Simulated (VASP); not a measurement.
## CuI: single point with PBEsol

The system is CuI.

```xyz
4
Lattice="3.7829 -3.7606 0.0000 3.7829 3.7606 0.0000 0.0000 0.0000 4.1944" Properties=species:S:1:pos:R:3 pbc="T T T"
Cu    3.7829    0.5984    3.1458
Cu    3.7829   -0.5984    1.0486
I     3.7829   -2.0310    3.1458
I     3.7829    2.0310    1.0486
```

| Item | Value |
| --- | --- |
| Program | VASP 6.6.1 |
| Task | single point |
| Functional | PBEsol |
| Potentials or basis | VASP PAW PBE potentials, release 64 (Cu, I) |
| Cutoff | 520 eV |
| k mesh | 4 × 4 × 6 |
| Occupations | fermi-dirac, width 0.05 eV |
| Spin | no spin polarisation |
| Dipole correction | no |
| Further INCAR settings | ALGO = Normal; EDIFF = 1e-06; NBANDS = 26 |

```
Pressure               : -0.3 GPa
Largest force          : 0.149 eV/Å
Band gap on the k mesh : 0.85 eV
```

Forces in eV/Å, atoms in the order of the input:
```
Cu   0.000  0.028  0.000
Cu   0.000 -0.028  0.000
I    0.000  0.149  0.000
I    0.000 -0.149  0.000
```

Stress tensor (GPa, compression positive):
```
-0.29  0.00  0.00
 0.00 -1.30  0.00
 0.00  0.00  0.82
```

Levels at points of the mesh, in eV from the valence-band top:
```tsv
k point	band 14	band 15	band 16	band 17	band 18	band 19	band 20	band 21	band 22	band 23
(0.00, 0.00, 0.00)	-1.98	-1.92	-1.60	-1.11	0.00	0.85	1.52	2.63	4.40	5.12
(0.50, 0.00, 0.00)	-2.04	-1.91	-1.57	-1.50	-0.36	2.82	2.85	3.30	3.89	5.50
(0.50, 0.50, 0.00)	-2.06	-1.91	-1.12	-0.93	-0.19	1.58	2.92	4.37	4.62	4.97
(0.00, 0.00, 0.50)	-2.06	-1.95	-1.95	-1.71	-1.71	3.51	3.51	3.68	3.68	5.70
(0.50, 0.00, 0.50)	-2.09	-1.96	-1.96	-1.48	-1.48	2.03	2.03	3.29	3.29	7.13
(0.50, 0.50, 0.50)	-2.15	-1.93	-1.93	-1.69	-1.69	3.81	3.81	4.28	4.28	6.26
```

Run time: 2 min on 1 thread of Intel Xeon 8259CL, on a shared host, peak memory 0.27 GiB.

Caveat: the PAW data sets were made with another functional, which shifts forces and pressure a little; spin-orbit coupling is left out, which moves the levels of the heavy elements.
